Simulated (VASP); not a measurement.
# InGa3P2: relaxation of cell and atoms with PBE

InGa3P2:

```xyz
6
Lattice="4.2565 0.0000 0.0000 0.0000 4.2565 0.0000 0.0000 0.0000 7.2926" Properties=species:S:1:pos:R:3 pbc="T T T"
In    0.0000    0.0000    3.9737
Ga    0.0000    2.1282    7.0437
Ga    2.1282    0.0000    7.0437
Ga    0.0000    0.0000    1.0281
P     2.1282    2.1282    1.6618
P     2.1282    2.1282    6.7074
```

The cell was generated, and may not be a known phase.

```
Program                : VASP 6.6.1
Task                   : relaxation of cell and atoms
Functional             : PBE
Potentials or basis    : VASP PAW PBE potentials, release 64 (In_d, Ga_d, P)
Cutoff                 : 600 eV
k mesh                 : 4 × 4 × 4
Occupations            : gaussian, width 0.1 eV
Spin                   : no spin polarisation
Dipole correction      : no
Further INCAR settings : ALGO = Normal; EDIFF = 1e-06; IBRION = 2; EDIFFG = -0.04; NSW = 90; ISIF = 3
```

```
Relaxed volume                        : 22.65 Å³/atom
Relaxed cell                          : a = 4.876 Å, b = 4.876 Å, c = 5.715 Å, α = 90.00°, β = 90.00°, γ = 90.00°
Space group after relaxing (to 0.1 Å) : P4mm (No. 99)
Energy gained by relaxing             : 639.0 meV/atom
Ionic steps                           : 41
Pressure after relaxing               : 0.1 GPa
Largest force after relaxing          : 0.038 eV/Å
Band gap on the k mesh                : zero (bands 31 and 32 overlap by 2.03 eV)
```

Forces in eV/Å, atoms in the order of the input:
```
In   0.000  0.000 -0.032
Ga   0.000  0.000  0.019
Ga   0.000  0.000  0.019
Ga   0.000  0.000 -0.038
P    0.000  0.000  0.035
P    0.000  0.000 -0.003
```

Stress tensor (GPa, compression positive):
```
0.02 0.00 0.00
0.00 0.02 0.00
0.00 0.00 0.16
```

The path:
| step | energy change (eV) | largest force (eV/Å) | pressure (GPa) | volume (Å³) |
| --- | --- | --- | --- | --- |
| 1 | 0.0000 | 2.5496 | 16.74 | 132.12 |
| 3 | -2.5153 | 1.1451 | -1.28 | 171.55 |
| 5 | -2.6788 | 1.3680 | -0.48 | 168.87 |
| 7 | -2.7926 | 1.0770 | -0.46 | 165.23 |
| 9 | -3.2314 | 1.5515 | 4.79 | 129.03 |
| 11 | -3.3626 | 0.4158 | 3.04 | 127.73 |
| 13 | -3.4442 | 0.5098 | 1.04 | 133.27 |
| 15 | -3.4654 | 0.5700 | -0.41 | 138.25 |
| 17 | -3.5084 | 0.3732 | -0.18 | 139.12 |
| 19 | -3.5210 | 0.7627 | 0.20 | 139.93 |
| 21 | -3.5747 | 0.7438 | -0.29 | 141.54 |
| 23 | -3.6069 | 0.7182 | -0.73 | 143.33 |
| 25 | -3.6737 | 0.5121 | -0.42 | 143.08 |
| 27 | -3.7319 | 0.4542 | 0.02 | 143.50 |
| 29 | -3.7622 | 0.2520 | -0.72 | 144.06 |
| 31 | -3.7900 | 0.2509 | -1.29 | 142.71 |
| 33 | -3.8222 | 0.3895 | -0.35 | 137.39 |
| 35 | -3.8325 | 0.1542 | -0.02 | 135.75 |
| 37 | -3.8327 | 0.1129 | 0.16 | 135.47 |
| 39 | -3.8333 | 0.0853 | 0.13 | 135.62 |
| 41 | -3.8338 | 0.0384 | 0.07 | 135.91 |

Final structure:
```
In Ga P
1.0
     4.87644    0.00000    0.00000
     0.00000    4.87644    0.00000
     0.00000    0.00000    5.71548
In Ga P
1 3 2
Direct
  0.00000 0.00000 0.67332
  0.00000 0.50000 0.98499
  0.50000 0.00000 0.98499
  0.00000 0.00000 0.19870
  0.50000 0.50000 0.15613
  0.50000 0.50000 0.76710
```

Levels at points of the mesh, in eV from the Fermi level:
```tsv
k point	band 27	band 28	band 29	band 30	band 31	band 32	band 33	band 34	band 35	band 36
(0.00, 0.00, 0.00)	-3.98	-2.62	-2.04	-0.34	-0.34	0.25	0.25	1.75	2.12	4.00
(0.50, 0.00, 0.00)	-3.88	-3.80	-1.85	-1.68	0.13	0.86	0.92	1.92	2.72	3.28
(0.50, 0.50, 0.00)	-2.42	-2.39	-2.39	-2.20	1.46	1.46	1.67	1.67	3.58	3.86
(0.00, 0.00, 0.50)	-3.92	-2.18	-1.08	-1.08	0.65	0.65	0.89	0.99	1.51	3.41
(0.50, 0.00, 0.50)	-3.19	-2.06	-1.27	-0.84	-0.36	-0.25	1.55	1.91	1.94	3.25
(0.50, 0.50, 0.50)	-3.19	-3.19	-1.98	1.66	1.66	2.34	3.48	3.62	3.62	3.72
```

It took 90 min on 1 thread of Intel Xeon 8259CL (shared host), peak memory 0.35 GiB.

Caveat: the k points lie up to 0.32 Å⁻¹ apart in the final cell, too coarse for converged energies and pressures of a metal; a cell axis changed by over 15 % at a fixed basis, so the end point is rough; spin-orbit coupling is left out, which moves the levels of the heavy elements.
